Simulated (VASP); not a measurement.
AlN, 4 atoms in the cell. Symmetry: P6_3mc, No. 186, hexagonal system. The conventional cell has a = 3.204 Å, b = 3.204 Å, c = 4.829 Å, α = 90.00°, β = 90.00°, γ = 120.00°. Within 2.5 Å of Al (site symmetry 3m) lie 4 N at 1.86 to 1.93 Å. N (site symmetry 3m) has 4 Al at 1.86 to 1.93 Å within 2.5 Å.  This cell differs from its parent crystal: strain +0.030 along x and y, -0.030 along z.

```yaml
Program: VASP 6.6.1
Task: single point
Functional: PBE
Potentials_or_basis: VASP PAW PBE potentials, release 64 (Al, N)
Cutoff: 520 eV
k_mesh: 12 × 12 × 6
Occupations: gaussian, width 0.05 eV
Spin: no spin polarisation
Dipole_correction: no
Further_INCAR_settings: ALGO = Normal; EDIFF = 1e-06; NBANDS = 16
```

Potentials or basis: VASP PAW PBE potentials, release 64 (Al, N).

Command:

```console
$ cat potpaw_PBE.64/Al/POTCAR potpaw_PBE.64/N/POTCAR > POTCAR
$ mpirun -np 1 vasp_std > vasp.out
```

Hardware: 1 thread of Intel Xeon 8259CL, on a shared host.

Task: Estimate the wall time of this run.

Result: It took 53 s on 1 thread of Intel Xeon 8259CL, on a shared host, peak memory 0.17 GiB. Counts: scf iterations 13, k points 76.
